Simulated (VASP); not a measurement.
# SnSe2 (P-3m1) in VASP: further runs

Runs on SnSe2. Level: PBE. Tasks: single point.

Program: VASP 6.6.1. These are calculated values, not measurements. Logs are shortened: lines on timing, memory, paths and dates and some standing lists are left out, and cuts for length are marked.

**1. The cell of the first run**

Symmetry: P-3m1, No. 164, trigonal system. The conventional cell has a = 3.863 Å, b = 3.863 Å, c = 6.600 Å, α = 90.00°, β = 90.00°, γ = 120.00°. Sn (site symmetry -3m) has 6 Se at 2.74 Å within 3.6 Å. Se (site symmetry 3m) has 3 Sn at 2.74 Å within 3.6 Å.

**2. Single point, PBE (28.43 Å³/atom)**

INCAR reads:

```
  PREC = Accurate
  ENCUT = 520
  EDIFF = 1E-6
  ISMEAR = 0
  SIGMA = 0.02
  LREAL = False
  LASPH = True
  NELM = 80
  ALGO = Normal
  ISIF = 2
  LWAVE = False
  LCHARG = False
  GGA = PE
  NBANDS = 20
```

KPOINTS reads:

```
Automatic mesh
0
Gamma
  12 12 4
```

POSCAR reads:

```
SnSe2
1.0
    3.8625241499      0.0000000000      0.0000000000
   -1.9312620750      3.3450440366      0.0000000000
    0.0000000000      0.0000000000      6.6001999526
Sn Se
1 2
Direct
    0.0000000000      0.0000000000      0.0000000000
    0.3333333333      0.6666666667      0.2419371998
    0.6666666667      0.3333333333      0.7580628002
```

Potentials or basis: VASP PAW PBE potentials, release 64 (Sn_d, Se).

Launch:

```
cat potpaw_PBE.64/Sn_d/POTCAR potpaw_PBE.64/Se/POTCAR > POTCAR
mpirun -np 1 vasp_std > vasp.out
```

OUTCAR:

```text
PREC = Accurate
   ENCUT = 520
   EDIFF = 1E-6
   ISMEAR = 0
   LREAL = False
   LASPH = True
   NELM = 80
   ISIF = 2
   GGA = PE

 ion  position               nearest neighbor table
   1  0.000  0.000  0.000-   2 2.74   3 2.74   3 2.74   2 2.74   3 2.74   2 2.74
   2  0.333  0.667  0.242-   1 2.74   1 2.74   1 2.74
   3  0.667  0.333  0.758-   1 2.74   1 2.74   1 2.74

  LATTYP: Found a hexagonal cell.
 ALAT       =     3.8625241499
 C/A-ratio  =     1.7087789478

  Lattice vectors:

 A1 = (   3.8625241499,   0.0000000000,   0.0000000000)
 A2 = (  -1.9312620750,   3.3450440366,   0.0000000000)
 A3 = (   0.0000000000,   0.0000000000,   6.6001999526)

Analysis of symmetry for initial positions (statically):
=====================================================================
 Subroutine PRICEL returns:
 Original cell was already a primitive cell.

 Routine SETGRP: Setting up the symmetry group for a
 hexagonal supercell.

 Subroutine GETGRP returns: Found 12 space group operations
 (whereof 12 operations were pure point group operations)
 out of a pool of 24 trial point group operations.

The static configuration has the point symmetry D_3d.

Analysis of symmetry for dynamics (positions and initial velocities):
=====================================================================
 Subroutine PRICEL returns:
 Original cell was already a primitive cell.

 Routine SETGRP: Setting up the symmetry group for a
 hexagonal supercell.

 Subroutine GETGRP returns: Found 12 space group operations
 (whereof 12 operations were pure point group operations)
 out of a pool of 24 trial point group operations.

The dynamic configuration has the point symmetry D_3d.

 Subroutine INISYM returns: Found 12 space group operations
 (whereof 12 operations are pure point group operations),
 and found     1 'primitive' translations

----------------------------------------------------------------------------------------

                                     Primitive cell

  volume of cell :      85.2767

  direct lattice vectors                    reciprocal lattice vectors
     3.862524150  0.000000000  0.000000000     0.258898058  0.149474863  0.000000000
    -1.931262075  3.345044037  0.000000000     0.000000000  0.298949727  0.000000000
     0.000000000  0.000000000  6.600199953     0.000000000  0.000000000  0.151510561

  length of vectors
     3.862524150  3.862524150  6.600199953     0.298949727  0.298949727  0.151510561

  position of ions in fractional coordinates (direct lattice)
     0.000000000  0.000000000  0.000000000
     0.333333333  0.666666667  0.241937200
     0.666666667  0.333333333  0.758062800

  ion indices of the primitive-cell ions
   primitive index   ion index
                 1           1
                 2           2
                 3           3

----------------------------------------------------------------------------------------

 KPOINTS: Automatic mesh

Automatic generation of k-mesh.
 Grid dimensions read from file:
 generate k-points for:   12   12    4

 Generating k-lattice:

  Cartesian coordinates                     Fractional coordinates (reciprocal lattice)
     0.021574838  0.012456239  0.000000000     0.083333333 -0.000000000  0.000000000
     0.000000000  0.024912477  0.000000000     0.000000000  0.083333333  0.000000000
     0.000000000  0.000000000  0.037877640     0.000000000  0.000000000  0.250000000

  Length of vectors
     0.024912477  0.024912477  0.037877640

  Shift w.r.t. Gamma in fractional coordinates (k-lattice)
     0.000000000  0.000000000  0.000000000

 Subroutine IBZKPT returns following result:
 ===========================================

 Found     69 irreducible k-points:

 Following reciprocal coordinates:
            Coordinates               Weight
  0.000000  0.000000  0.000000      1.000000
  0.083333 -0.000000  0.000000      6.000000
  0.166667  0.000000  0.000000      6.000000
  0.250000 -0.000000  0.000000      6.000000
  0.333333  0.000000  0.000000      6.000000
  0.416667 -0.000000  0.000000      6.000000
[... 16 lines left out ...]
  0.166667  0.000000  0.250000      6.000000
  0.000000  0.166667  0.250000      6.000000
 [... further k-points ...]
   k-points           NKPTS =     69   k-points in BZ     NKDIM =     69   number of bands    NBANDS=     20
   number of dos      NEDOS =    301   number of ions     NIONS =      3
   total plane-waves  NPLWV =  45000
   dimension x,y,z NGX =    30 NGY =   30 NGZ =   50
   dimension x,y,z NGXF=    60 NGYF=   60 NGZF=  100
   ions per type =               1   2
   NGX,Y,Z   is equivalent  to a cutoff of  12.91, 12.91, 12.59 a.u.
   NGXF,Y,Z  is equivalent  to a cutoff of  25.82, 25.82, 25.19 a.u.
 SYSTEM =  unknown system
   PREC   = accura    normal or accurate (medium, high low for compatibility)
   ISTART =      0    job   : 0-new  1-cont  2-samecut
   ICHARG =      2    charge: 1-file 2-atom 10-const
   ISPIN  =      1    spin polarized calculation?
   LNONCOLLINEAR =      F non collinear calculations
   LSORBIT =      F    spin-orbit coupling
   LASPH  =      T    aspherical Exc in radial PAW
   ENCUT  =  520.0 eV  38.22 Ry    6.18 a.u.   7.18  7.18 12.27*2*pi/ulx,y,z
   NELM   =     80;   NELMIN=  2; NELMDL= -5     # of ELM steps
   EDIFF  = 0.1E-05   stopping-criterion for ELM
   LREAL  =      F    real-space projection
   EDIFFG = 0.1E-04   stopping-criterion for IOM
   NSW    =      0    number of steps for IOM
   IBRION =     -1    ionic relax: 0-MD 1-quasi-New 2-CG
   NFREE  =      0    steps in history (QN), initial steepest desc. (CG)
   ISIF   =      2    stress and relaxation
   ISYM   =      2    0-nonsym 1-usesym 2-fastsym
   POTIM  = 0.5000    time-step for ionic-motion
   TEBEG  =    0.0;   TEEND  =   0.0 temperature during run
   PSTRESS=    0.0 pullay stress
   NELECT =      26.0000    total number of electrons
   NUPDOWN=      -1.0000    fix difference up-down
   EMIN   =  10.00;   EMAX   =-10.00  energy-range for DOS
   EFERMI =   0.00;   METHOD = LEGACY
   ISMEAR =     0;   SIGMA  =   0.02  broadening in eV -4-tet -1-fermi 0-gaus
   EFERMI_NEDOS =   21; number of points for ismear=-14 and -15
   IALGO  =     38    algorithm
   IMIX   =      4    mixing-type and parameters
     AMIX     =   0.40;   BMIX     =  1.00
     AMIX_MAG =   1.60;   BMIX_MAG =  1.00
  volume/ion in A,a.u.               =      28.43       191.83
  Fermi-wavevector in a.u.,A,eV,Ry     =   1.101850  2.082195 16.518479  1.214074
  Thomas-Fermi vector in A             =   2.238284
   LORBIT       =      0    0 simple, 1 ext, 2 COOP (PROOUT), +10 PAW based schemes
   GGA     = PE    functional components
   LHFCALC =     F    Hartree Fock is set to
   AEXX    =    0.0000 exact exchange contribution
   IVDW    =     0    specifies the selected vdW correction
   LEPSILON=     F    determine dielectric tensor
   LRPA    =     F    only Hartree local field effects (RPA)
 non-spin polarized calculation
 Gauss-broadening in eV      SIGMA  =   0.02
  energy-cutoff  :      520.00
  volume of cell :       85.28
 maximum number of plane-waves:      2315
 NGX is ok and might be reduce to    30
   NGX = 15   NGY = 15   NGZ = 25

 number of electron      25.9999995 magnetization

 Free energy of the ion-electron system (eV)
  ---------------------------------------------------
  ext. energy  EPLUGINS =         0.00000000
  ---------------------------------------------------
  free energy    TOTEN  =       -11.86918159 eV

  energy without entropy =      -11.86918159  energy(sigma->0) =      -11.86918159

 E-fermi :   3.2203     XC(G=0):  -8.9602

 val. band max:        3.1177009787   @ k =   0.1667   0.0000   0.0000
 cond. band min:       3.7958133543   @ k =   0.5000  -0.0000   0.5000
 fundamental gap:      0.6781123756
 Fermi energy:         3.2203335951

 k-point     1 :       0.0000    0.0000    0.0000
  band No.  band energies     occupation
      1     -18.0209      2.00000
      2     -18.0209      2.00000
      3     -17.9877      2.00000
      4     -17.9782      2.00000
      5     -17.9782      2.00000
      6     -10.3189      2.00000
[... 12 lines left out ...]
     19      12.0746      0.00000
     20      12.0752      0.00000

 k-point     2 :       0.0833   -0.0000    0.0000
  band No.  band energies     occupation
      1     -18.0232      2.00000
      2     -18.0185      2.00000
      3     -17.9861      2.00000
      4     -17.9798      2.00000
      5     -17.9781      2.00000
      6     -10.2550      2.00000
[... 12 lines left out ...]
     19      11.3822      0.00000
     20      12.1855      0.00000

 k-point     3 :       0.1667    0.0000    0.0000
  band No.  band energies     occupation
      1     -18.0302      2.00000
      2     -18.0125      2.00000
      3     -17.9850      2.00000
      4     -17.9801      2.00000
      5     -17.9773      2.00000
      6     -10.0681      2.00000
[... 12 lines left out ...]
     19      11.4689      0.00000
     20      12.1179      0.00000

 k-point     4 :       0.2500   -0.0000    0.0000
  band No.  band energies     occupation
      1     -18.0408      2.00000
      2     -18.0061      2.00000
      3     -17.9899      2.00000
      4     -17.9745      2.00000
      5     -17.9731      2.00000
      6      -9.7748      2.00000
[... 12 lines left out ...]
     19      11.5263      0.00000
     20      12.1410      0.00000

 k-point     5 :       0.3333    0.0000    0.0000
  band No.  band energies     occupation
      1     -18.0522      2.00000
      2     -18.0022      2.00000
      3     -17.9944      2.00000
      4     -17.9691      2.00000
      5     -17.9656      2.00000
      6      -9.4114      2.00000
[... 12 lines left out ...]
     19      11.9647      0.00000
     20      12.4340      0.00000
[... 353 lines left out ...]
      6     -10.2097      2.00000
[... 12 lines left out ...]
     19      11.1999      0.00000
     20      12.1186      0.00000

 k-point    22 :       0.0000    0.0833    0.2500
  band No.  band energies     occupation
      1     -18.0232      2.00000
      2     -18.0185      2.00000
      3     -17.9860      2.00000
      4     -17.9798      2.00000
      5     -17.9781      2.00000
      6     -10.2097      2.00000
[... 12 lines left out ...]
     19      11.3460      0.00000
     20      11.9400      0.00000

 k-point    23 :       0.1667    0.0000    0.2500
  band No.  band energies     occupation
      1     -18.0302      2.00000
      2     -18.0125      2.00000
      3     -17.9850      2.00000
      4     -17.9801      2.00000
      5     -17.9773      2.00000
      6     -10.0238      2.00000
[... 12 lines left out ...]
     19      11.3633      0.00000
     20      12.2058      0.00000

 k-point    24 :       0.0000    0.1667    0.2500
  band No.  band energies     occupation
      1     -18.0302      2.00000
      2     -18.0125      2.00000
      3     -17.9850      2.00000
      4     -17.9801      2.00000
      5     -17.9773      2.00000
      6     -10.0237      2.00000
[... 12 lines left out ...]
     19      11.2718      0.00000
     20      11.8496      0.00000

 [... further k-points ...]
[... 5 lines left out ...]
  --------------------------------------------------------------------------------------
  -------------------------------------------------------------------------------------
  Total        0.2636488      0.2636488      0.1984457     -0.0000000      0.0000000     -0.0000000
  in kB        4.9534329      4.9534329      3.7283963     -0.0000000      0.0000000     -0.0000000
  external PRESSURE =       4.5450874 kB  Pullay stress =       0.0000000 kB

 VOLUME and BASIS-vectors are now :
 -----------------------------------------------------------------------------
  energy-cutoff  :      520.00
  volume of cell :       85.28
      direct lattice vectors                 reciprocal lattice vectors
     3.862524150  0.000000000  0.000000000     0.258898058  0.149474863  0.000000000
    -1.931262075  3.345044037  0.000000000     0.000000000  0.298949727  0.000000000
     0.000000000  0.000000000  6.600199953     0.000000000  0.000000000  0.151510561

 POSITION                                       TOTAL-FORCE (eV/Angst)
 -----------------------------------------------------------------------------------
      0.00000      0.00000      0.00000        -0.000000      0.000000      0.000000
     -0.00000      2.23003      1.59683         0.000000     -0.000000      0.006327
      1.93126      1.11501      5.00337        -0.000000      0.000000     -0.006327
 -----------------------------------------------------------------------------------
    total drift:                                0.000000      0.000000      0.000000

  FREE ENERGIE OF THE ION-ELECTRON SYSTEM (eV)
  ---------------------------------------------------
  free  energy   TOTEN  =       -11.8691815917 eV

  energy  without entropy=      -11.8691815917  energy(sigma->0) =      -11.86918159
```

It took 49 s on 1 thread of Intel Xeon 6975P-C (Granite Rapids), shared host; peak memory 0.27 GiB.

What came out:

- Free energy: -11.8692 eV
- Pressure: 0.5 GPa
- Largest force: 0.006 eV/Å
- Band gap on the k mesh: 0.68 eV (least direct gap 1.12 eV)

Forces on the atoms (eV/Å):
```
Sn   0.000  0.000  0.000
Se   0.000  0.000  0.006
Se   0.000  0.000 -0.006
```

Caveat: semilocal functionals underestimate gaps, and a narrow one can read as zero; spin-orbit coupling is left out, which moves the levels of the heavy elements; this functional lacks dispersion, which binds layers or chains, so the pressure and a relaxed spacing across them are unreliable. A k mesh can miss the band edges.

**3. Single point, PBE (29.33 Å³/atom)**

This run uses another cell than the first one, of 29.33 Å³/atom.

INCAR reads:

```
PREC = Accurate
ENCUT = 520
EDIFF = 1E-7
ISMEAR = 0
SIGMA = 0.02
LREAL = False
LASPH = True
NELM = 100
ALGO = Normal
ISIF = 2
LWAVE = False
LCHARG = False
GGA = PE
NBANDS = 20
```

KPOINTS reads:

```
regular mesh
0
Gamma
  12 12 4
```

POSCAR reads:

```
SnSe2
1.0
    3.8658450213      0.0000000000      0.0000000000
   -1.9329225107      3.3479199955      0.0000000000
    0.0000000000      0.0000000000      6.7991482373
Sn Se
1 2
Direct
    0.0000000000      0.0000000000      0.0000000000
    0.3333333333      0.6666666667      0.2348732450
    0.6666666667      0.3333333333      0.7651267550
```

Potentials or basis: VASP PAW PBE potentials, release 64 (Sn_d, Se).

Launch:

```
cat potpaw_PBE.64/Sn_d/POTCAR potpaw_PBE.64/Se/POTCAR > POTCAR
mpirun -np 1 vasp_std > vasp.out
```

Run time: 57 s. Hardware: 1 thread of Intel Xeon 6975P-C (Granite Rapids), shared host; peak memory 0.28 GiB.

The run converged. Its results:

```
Free energy            : -11.8732 eV
Pressure               : 0.2 GPa
Largest force          : 0.005 eV/Å
Band gap on the k mesh : 0.68 eV (least direct gap 1.10 eV)
```

Forces on the atoms (eV/Å):
```
Sn   0.000  0.000  0.000
Se   0.000  0.000  0.005
Se   0.000  0.000 -0.005
```

Stress tensor (GPa, compression positive):
```
0.26 0.00 0.00
0.00 0.26 0.00
0.00 0.00 0.14
```

Levels at points of the mesh, in eV from the valence-band top:
| k point | band 10 | band 11 | band 12 | band 13 | band 14 | band 15 | band 16 | band 17 |
| --- | --- | --- | --- | --- | --- | --- | --- | --- |
| (0.00, 0.00, 0.00) | -0.47 | -0.44 | -0.13 | -0.13 | 1.05 | 3.10 | 4.60 | 4.60 |
| (0.50, 0.00, 0.00) | -2.47 | -2.20 | -0.87 | -0.27 | 0.97 | 3.85 | 5.50 | 5.63 |
| (0.00, 0.00, 0.50) | -0.50 | -0.50 | -0.08 | -0.08 | 2.08 | 3.01 | 4.50 | 4.50 |
| (0.50, 0.00, 0.50) | -2.14 | -2.02 | -0.66 | -0.42 | 0.68 | 4.21 | 4.84 | 5.75 |

Caveat: semilocal functionals underestimate gaps, and a narrow one can read as zero; spin-orbit coupling is left out, which moves the levels of the heavy elements; this functional lacks dispersion, which binds layers or chains, so the pressure and a relaxed spacing across them are unreliable.

**4. Single point, PBE**

This run uses another cell than the first one, of 30.24 Å³/atom.

INCAR reads:

```
SYSTEM = SnSe2
  PREC = Accurate
  ENCUT = 520
  EDIFF = 1E-7
  ISMEAR = 0
  SIGMA = 0.02
  LREAL = .FALSE.
  LASPH = .TRUE.
  NELM = 80
  ALGO = Normal
  ISIF = 2
  LWAVE = .FALSE.
  LCHARG = .FALSE.
  GGA = PE
  NBANDS = 20
```

KPOINTS reads:

```
regular mesh
0
G
  12 12 4
  0 0 0
```

POSCAR reads:

```
SnSe2
1.0
    3.8717475320      0.0000000000      0.0000000000
   -1.9358737660      3.3530317198      0.0000000000
    0.0000000000      0.0000000000      6.9880755932
Sn Se
1 2
Direct
    0.0000000000      0.0000000000      0.0000000000
    0.3333333333      0.6666666667      0.2281475590
    0.6666666667      0.3333333333      0.7718524410
```

Launch:

```
cat potpaw_PBE.64/Sn_d/POTCAR potpaw_PBE.64/Se/POTCAR > POTCAR
mpirun -np 1 vasp_std > vasp.out
```

It took 54 s on 1 thread of Intel Xeon 6975P-C (Granite Rapids), shared host; peak memory 0.29 GiB.

Results (log left out):

```yaml
Free_energy: -11.8745 eV
Pressure: 0.1 GPa
Largest_force: 0.016 eV/Å
Band_gap_on_the_k_mesh: 0.70 eV (least direct gap 1.08 eV)
```

Forces on the atoms (eV/Å):
```
Sn   0.000  0.000  0.000
Se   0.000  0.000  0.016
Se   0.000  0.000 -0.016
```

Levels at points of the mesh, in eV from the valence-band top:
| k point | band 10 | band 11 | band 12 | band 13 | band 14 | band 15 | band 16 | band 17 |
| --- | --- | --- | --- | --- | --- | --- | --- | --- |
| (0.00, 0.00, 0.00) | -0.47 | -0.47 | -0.12 | -0.12 | 1.09 | 3.08 | 4.59 | 4.59 |
| (0.50, 0.00, 0.00) | -2.38 | -2.18 | -0.79 | -0.27 | 0.93 | 3.89 | 5.56 | 5.68 |
| (0.00, 0.00, 0.50) | -0.49 | -0.49 | -0.08 | -0.08 | 1.98 | 3.00 | 4.51 | 4.51 |
| (0.50, 0.00, 0.50) | -2.14 | -2.04 | -0.63 | -0.38 | 0.70 | 4.21 | 4.91 | 5.75 |

Caveat: semilocal functionals underestimate gaps, and a narrow one can read as zero; spin-orbit coupling is left out, which moves the levels of the heavy elements; this functional lacks dispersion, which binds layers or chains, so the pressure and a relaxed spacing across them are unreliable. A k mesh can miss the band edges.

(Part 1 of 2 ends here.)
